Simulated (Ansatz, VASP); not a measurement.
# One calculation of Au3Cl, two programs

```xyz
4
Lattice="4.2964 0.0000 0.0000 0.0000 4.2964 0.0000 0.0000 0.0000 4.2964" Properties=species:S:1:pos:R:3 pbc="T T T"
Au    0.0000    2.1482    2.1482
Au    2.1482    0.0000    2.1482
Au    2.1482    2.1482    0.0000
Cl    0.0000    0.0000    0.0000
```

Alike in both runs: task relaxation of cell and atoms; functional PBE; k mesh 12 × 12 × 12; occupations gaussian, width 0.1 eV; no spin polarisation.

|  | VASP | Ansatz |
| --- | --- | --- |
| version | VASP 6.6.1 | Ansatz 0.2.0 |
| potentials or method | VASP PAW PBE potentials, release 64 (Au, Cl), cutoff 600 eV | scalar-relativistic, plane waves, PAW |
| valence electrons in the cell | 40 | 64 |

VASP gave:

```
gap on the k mesh at the Fermi level, each at its own relaxed structure (eV)  : none
relaxed volume (Å³/atom)                                                      : 18.86
relaxed length of the cell vector where the two differ most in proportion (Å) : 4.225
```

Estimate Ansatz's values.

gap on the k mesh at the Fermi level, each at its own relaxed structure (eV): none; relaxed volume (Å³/atom): 18.88; relaxed length of the cell vector where the two differ most in proportion (Å): 4.227.

A gap of «none» marks a metal or a gap that the smearing closes. VASP's potentials hold 40 valence electrons a cell and Ansatz's 64, so a difference there can come from the potentials and not from the codes.

Neither program's run includes spin-orbit coupling.
